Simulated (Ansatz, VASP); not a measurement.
# SrO in VASP and in Ansatz

```
CELL_PARAMETERS angstrom
0.00000 2.64689 2.56980
2.64689 0.00000 2.56980
2.64689 2.64689 0.00000
ATOMIC_POSITIONS crystal
Sr 0.00000 0.00000 0.00000
O 0.50000 0.50000 0.50000
```

Change from the starting cell: equal xx and yy strain of +3 %.

Alike in both runs: task single point; functional LDA; k mesh 8 × 8 × 8; occupations fermi-dirac, width 0.02 eV; no spin polarisation.

|  | VASP | Ansatz |
| --- | --- | --- |
| version | VASP 6.6.1 | Ansatz 0.2.0 |
| potentials or method | VASP PAW LDA potentials, release 64 (Sr_sv, O), cutoff 520 eV | all-electron LAPW, scalar-relativistic |

Ansatz gave:

| Item | Value |
| --- | --- |
| gap on the k mesh at the Fermi level (eV) | 3.06 |
| pressure (GPa) | -8.4 |
| traceless stress, the component that is largest in VASP (GPa) | 1.71 |

Question: Which values does VASP return?

Answer: gap on the k mesh at the Fermi level (eV): 3.00; pressure (GPa): -7.9; traceless stress, the component that is largest in VASP (GPa): 1.85.

LDA's correlation is that of Perdew and Zunger in VASP and of Perdew and Wang (1992) in Ansatz. Ansatz ran all-electron here, and VASP with PAW potentials.
